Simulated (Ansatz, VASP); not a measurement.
**W: VASP beside Ansatz**

```
W
1.0
    -1.71394    1.63961    1.63961
     1.63961   -1.71394    1.63961
     1.63961    1.63961   -1.71394
W
1
Direct
  0.00000 0.00000 0.00000
```

Change from the starting cell: equal engineering shear yz, xz and xy -0.0467, equal normal strain along x, y and z +0.0300.

Alike in both runs: task single point; functional PBE; k mesh 20 × 20 × 20; occupations gaussian, width 0.15 eV; no spin polarisation.

```csv
,VASP,Ansatz
version,VASP 6.6.1,Ansatz 0.2.0
potentials or method,"VASP PAW PBE potentials, release 64 (W_sv), cutoff 520 eV","scalar-relativistic, plane waves, PAW"
valence electrons in the cell,14,14
```

VASP gave:

```
gap on the k mesh at the Fermi level (eV)                     : none
pressure (GPa)                                                : -20.6
traceless stress, the component that is largest in VASP (GPa) : 5.84
```

Task: What did Ansatz give for the same quantities?

Result: gap on the k mesh at the Fermi level (eV): none; pressure (GPa): -20.9; traceless stress, the component that is largest in VASP (GPa): 5.76.

A gap of «none» marks a metal or a gap that the smearing closes. With one functional, cell and mesh, what is left measures potentials, basis and numerics.

Neither program's run includes spin-orbit coupling.
